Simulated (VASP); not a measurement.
Runs of VASP 6.6.1 on C. The structure is that of space group P6_3/mmc (No. 194), or close to it. The cells are those of the table. 

| task | potentials or basis | cell | cutoff (eV) | smearing | second run | gap on the mesh (eV) | pressure (GPa) |
| --- | --- | --- | --- | --- | --- | --- | --- |
| single point | VASP PAW PBE potentials, release 64 (C_h) | a = 2.505, b = 2.505, c = 4.119 Å, angles 90.0, 90.0, 120.0°, 4 atoms | 910 | gaussian 0.02 eV | hard_potentials | 3.05 | 2.5 |
| relaxation of the atoms | VASP PAW PBE potentials, release 64 (C) | atoms relaxed from a = 2.499, b = 2.499, c = 4.119 Å, angles 90.0, 90.0, 120.0°, 4 atoms | 520 | gaussian 0.02 eV | - | 3.03 | 5.8 |
| single point | VASP PAW PBE potentials, release 64 (C) | a = 2.453, b = 2.453, c = 4.119 Å, angles 90.0, 90.0, 120.0°, 4 atoms | 520 | gaussian 0.02 eV | - | 2.81 | 24.4 |
| single point | VASP PAW PBE potentials, release 64 (C) | a = 2.500, b = 2.500, c = 4.119 Å, angles 90.0, 90.0, 120.0°, 4 atoms | 520 | gaussian 0.02 eV | - | 3.03 | 5.6 |
| relaxation of the atoms | VASP PAW PBE potentials, release 64 (C) | atoms relaxed from a = 2.505, b = 2.505, c = 4.119 Å, angles 90.0, 90.0, 120.0°, 4 atoms | 520 | gaussian 0.02 eV | - | 3.05 | 3.7 |
| single point | VASP PAW PBE potentials, release 64 (C) | a = 2.499, b = 2.499, c = 4.119 Å, angles 90.0, 90.0, 120.0°, 4 atoms | 520 | gaussian 0.02 eV | - | 3.03 | 5.8 |
| single point | VASP PAW PBE potentials, release 64 (C_h) | a = 2.500, b = 2.500, c = 4.119 Å, angles 90.0, 90.0, 120.0°, 4 atoms | 910 | gaussian 0.02 eV | hard_potentials | 3.03 | (a) |
| single point | VASP PAW PBE potentials, release 64 (C_h) | a = 2.499, b = 2.499, c = 4.119 Å, angles 90.0, 90.0, 120.0°, 4 atoms | 910 | gaussian 0.02 eV | hard_potentials | 3.03 | 4.7 |
| single point | VASP PAW PBE potentials, release 64 (C) | a = 2.499, b = 2.499, c = 4.119 Å, angles 90.0, 90.0, 120.0°, 4 atoms | 520 | gaussian 0.01 eV | - | 3.03 | 5.8 |
| relaxation of the atoms | VASP PAW PBE potentials, release 64 (C) | atoms relaxed from a = 2.453, b = 2.453, c = 4.119 Å, angles 90.0, 90.0, 120.0°, 4 atoms | 520 | gaussian 0.02 eV | - | 2.81 | 24.4 |
| relaxation of the atoms | VASP PAW PBE potentials, release 64 (C) | atoms relaxed from a = 2.500, b = 2.500, c = 4.119 Å, angles 90.0, 90.0, 120.0°, 4 atoms | 520 | gaussian 0.02 eV | - | 3.03 | 5.6 |

Alike in all rows: level PBEsol; no spin polarisation; k mesh 9 × 9 × 6.

Estimate the missing entries.

(a) 4.5.

Caveats: the PAW data sets were made with another functional, which shifts forces and pressure a little; the cutoff is under 1.25 times the usual one of these potentials, so pressure, stress and relaxed cells hold a basis-set (Pulay) error (some runs).

A k mesh can miss the band edges.
